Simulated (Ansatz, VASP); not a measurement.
**Two plane-wave programs on Pd**

```
CELL_PARAMETERS angstrom
0.00000 1.94650 1.94650
1.94650 0.00000 1.94650
1.94650 1.94650 0.00000
ATOMIC_POSITIONS crystal
Pd 0.00000 0.00000 0.00000
```

Alike in both runs: task single point; functional LDA; k mesh 12 × 12 × 12; no spin polarisation.

|  | VASP | Ansatz |
| --- | --- | --- |
| version | VASP 6.6.1 | Ansatz 0.2.0 |
| potentials or method | VASP PAW LDA potentials, release 64 (Pd) | Ansatz PAW earlier set |
| plane-wave cutoff (eV) | 500 | 600 |
| occupations | methfessel-paxton of order 1, width 0.025 eV | cold, width 0.025 eV |
| valence electrons in the cell | 10 | 18 |

|  | VASP | Ansatz | Ansatz less VASP |
| --- | --- | --- | --- |
| gap on the k mesh at the Fermi level (eV) | none | none | - |
| pressure (GPa) | -8.6 | -8.9 | -0.31 |

LDA's correlation is that of Perdew and Zunger in VASP and of Perdew and Wang (1992) in Ansatz. A gap of «none» marks a metal or a gap that the smearing closes. VASP's potentials hold 10 valence electrons a cell and Ansatz's 18, so a difference there can come from the potentials and not from the codes.
